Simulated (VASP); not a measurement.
Write the native input for VASP 6.6.1 that does the following.

```yaml
Task: single point
Functional: PBE
Potentials_or_basis: VASP PAW PBE potentials, release 64 (Ge_d)
Cutoff: 520 eV
k_mesh: 14 × 14 × 14
Occupations: gaussian, width 0.15 eV
Spin: no spin polarisation
Dipole_correction: no
Further_INCAR_settings: ALGO = Normal; EDIFF = 1e-06; NBANDS = 21
```

The structure of Ge lies in POSCAR:

```
Ge
1.0
    0.0000000000      2.8994892500      2.6873315000
    2.8994892500      0.0000000000      2.6873315000
    2.8994892500      2.8994892500      0.0000000000
Ge
2
Direct
    0.5000000000      0.5000000000      0.5000000000
    0.7500000000      0.7500000000      0.7500000000
```

This cell differs from its parent crystal: strain +0.025 along x and y, -0.050 along z.

The input as run:

INCAR

```
ALGO     = Normal         # electronic algorithm
EDIFF    = 1E-6           # SCF threshold, eV
ENCUT    = 520            # plane-wave cutoff, eV
GGA      = PE             # functional
ISIF     = 2              # what is computed and relaxed
ISMEAR   = 0              # smearing method
LASPH    = T              # aspherical terms in the spheres
LCHARG   = F              # write CHGCAR
LREAL    = F              # projectors in reciprocal space
LWAVE    = F              # write WAVECAR
NBANDS   = 21             # bands
NELM     = 100            # most SCF steps
PREC     = Accurate       # precision mode
SIGMA    = 0.15           # smearing width, eV
```

KPOINTS

```
k-points
0
Gamma
  14 14 14
```

Potentials or basis: VASP PAW PBE potentials, release 64 (Ge_d).

Launch:

```sh
$ cat potpaw_PBE.64/Ge_d/POTCAR > POTCAR
$ mpirun -np 1 vasp_std > vasp.out
```

Results of the run:

```yaml
Pressure: 3.7 GPa
Band_gap_on_the_k_mesh: 0.03 eV, indirect (least direct gap 0.36 eV)
```

Caveat: the cell differs from its parent crystal (strain +0.025 along x and y, -0.050 along z).

Wall time 2.6 min on 1 thread of Intel(R) Xeon(R) Platinum 8259CL CPU @ 2.50GHz (Skylake/Cascade Lake), with other jobs on the host, peak memory 0.3 GiB.
